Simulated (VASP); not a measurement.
Here is a VASP 6.6.1 calculation.

INCAR

```
SYSTEM = Se
PREC = Accurate
ENCUT = 520
EDIFF = 1E-7
ISMEAR = 0
SIGMA = 0.2
LREAL = .FALSE.
LASPH = .TRUE.
NELM = 60
ALGO = Normal
ISIF = 2
LWAVE = .FALSE.
LCHARG = .FALSE.
GGA = PE
NBANDS = 27
```

File KPOINTS:

```
Automatic mesh
0
G
  8 4 2
  0 0 0
```

File POSCAR:

```
Se
1.0
    0.0002220974      0.0011862726     -2.7233537168
   -0.0050207513     -5.4791019150      0.0006950999
  -10.8597110518     -0.0101945565     -0.0003599548
Se
6
Direct
   -0.0010199322      1.0605233978      0.5069309223
   -0.0010878929     -0.0613460836      0.0068319503
   -0.0000115965      0.4443840946      0.9848553451
    1.0007113029      0.5551321967      0.4854601144
    1.0006916470      1.0583133452      0.7578948856
    1.0007164717      0.9429930492      0.2580267822
```

Potentials or basis: VASP PAW PBE potentials, release 64 (Se).

Run with:

```sh
$ cat potpaw_PBE.64/Se/POTCAR > POTCAR
$ mpirun -np 1 vasp_std > vasp.out
```

**Question.** Predict the pressure.

**Answer.** 0.0 GPa.

**Question.** Predict the largest force.

**Answer.** 0.026 eV/Å.

**Question.** Predict the band gap on the k mesh.

**Answer.** Zero (band 18 reaches 5.24 eV, above the bottom of band 19 at 1.59 eV).

Forces on the atoms (eV/Å):
```
Se  -0.006  0.018 -0.010
Se  -0.011 -0.022 -0.009
Se  -0.006  0.017  0.002
Se  -0.002 -0.019  0.005
Se   0.008  0.006  0.006
Se   0.016  0.000  0.005
```
